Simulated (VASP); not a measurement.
Input of a VASP 6.6.1 run:

The input INCAR:

```
  PREC = Accurate
  ENCUT = 520
  EDIFF = 1E-7
  ISMEAR = -1
  SIGMA = 0.1
  LREAL = F
  LASPH = T
  NELM = 60
  ALGO = Normal
  ISIF = 2
  LWAVE = F
  LCHARG = F
  GGA = PE
  NBANDS = 12
```

File KPOINTS:

```
Automatic mesh
0
Gamma
  18 18 17
```

Contents of POSCAR:

```
Nb
1.0
    2.4096772020      0.0000000000      0.0000000000
   -1.2048386010      2.0868416719      0.0000000000
    0.0000000000      0.0000000000      2.2883925955
Nb
1
Direct
    0.0000000000      0.0000000000      0.0000000000
```

Potentials or basis: VASP PAW PBE potentials, release 64 (Nb_sv).

Command:

```sh
$ cat potpaw_PBE.64/Nb_sv/POTCAR > POTCAR
$ mpirun -np 1 vasp_std > vasp.out
```

Q: What does it give for the pressure?

A: 200.4 GPa.
